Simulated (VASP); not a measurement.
TaHg2: single point with PBE

TaHg2:

```xyz
3
Lattice="3.0810 0.0000 0.0000 -1.5405 2.6682 0.0000 0.0000 0.0000 7.4445" Properties=species:S:1:pos:R:3 pbc="T T T"
Ta    0.0000    0.0000    0.0000
Hg    0.0000    1.7788    2.4172
Hg    1.5405    0.8894    5.0272
```

The cell was generated, and may not be a known phase.

```yaml
Program: VASP 6.6.1
Task: single point
Functional: PBE
Potentials_or_basis: VASP PAW PBE potentials, release 64 (Ta_pv, Hg)
Cutoff: 520 eV
k_mesh: 18 × 18 × 6
Occupations: gaussian, width 0.1 eV
Spin: no spin polarisation
Dipole_correction: no
Further_INCAR_settings: ALGO = Fast; EDIFF = 1e-07; NBANDS = 24
```

| Property | Result |
| --- | --- |
| Pressure | 0.5 GPa |
| Band gap on the k mesh | zero (an odd number of electrons rules out a gap without spin polarisation) |

Forces in eV/Å, atoms in the order of the input:
```
Ta   0.000  0.000  0.000
Hg   0.000  0.000 -0.002
Hg   0.000  0.000  0.002
```

Stress tensor (GPa, compression positive):
```
0.49 0.00 0.00
0.00 0.49 0.00
0.00 0.00 0.59
```

Levels at points of the mesh, in eV from the Fermi level:
```
           k point  band 13  band 14  band 15  band 16  band 17  band 18  band 19  band 20  band 21  band 22
(0.00, 0.00, 0.00)    -6.65    -6.65    -5.91    -5.45    -1.45     0.61     0.61     2.79     2.79     4.81
(0.50, 0.00, 0.00)    -6.17    -3.56    -3.03    -2.32    -1.82    -0.20     1.70     1.89     2.62     3.59
(0.00, 0.00, 0.50)    -6.95    -6.70    -6.70    -3.04    -1.63     0.62     0.62     2.51     2.82     2.82
(0.50, 0.00, 0.50)    -6.17    -3.39    -3.05    -2.10    -1.35    -1.17     0.27     1.74     4.50     4.59
```

Run time: 3.5 min on 1 thread of Intel(R) Xeon(R) Platinum 8259CL CPU @ 2.50GHz (Skylake/Cascade Lake), on a shared host, peak memory 0.39 GiB.

Caveat: spin-orbit coupling is left out, which moves the levels of the heavy elements.
